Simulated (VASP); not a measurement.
A run of VASP 6.6.1:

The input INCAR:

```
PREC = Accurate
ENCUT = 520
EDIFF = 1E-6
ISMEAR = 0
SIGMA = 0.1
LREAL = False
LASPH = True
NELM = 60
ALGO = Normal
ISIF = 2
LWAVE = False
LCHARG = False
GGA = PE
NBANDS = 54
```

File KPOINTS:

```
Automatic mesh
0
Gamma
  3 3 4
```

Contents of POSCAR:

```
La5HgBr3
1.0
    7.9428196700      0.0000000000      0.0000000000
   -3.9714098300      6.8786836100      0.0000000000
    0.0000000000      0.0000000000      4.8421524000
La Hg Br
5 1 3
Direct
    0.2329772300      0.0000000000      0.5000000000
    0.0000000000      0.2329772300      0.5000000000
    0.7670227700      0.7670227700      0.5000000000
    0.3333333300      0.6666666700      0.5000000000
    0.6666666700      0.3333333300      0.5000000000
    0.0000000000      0.0000000000      0.0000000000
    0.5964750600      0.0000000000      0.0000000000
    0.0000000000      0.5964750600      0.0000000000
    0.4035249400      0.4035249400      0.0000000000
```

Potentials or basis: VASP PAW PBE potentials, release 64 (La, Hg, Br).

Run with:

```sh
$ cat potpaw_PBE.64/La/POTCAR potpaw_PBE.64/Hg/POTCAR potpaw_PBE.64/Br/POTCAR > POTCAR
$ mpirun -np 1 vasp_std > vasp.out
```

Hardware: 1 thread of Oxide Virtual Turin-like Processor (shared host).

How long does it take, and how much memory?

Wall time 7.6 min on 1 thread of Oxide Virtual Turin-like Processor (shared host), peak memory 0.38 GiB. Counts: scf iterations 18, k points 9.
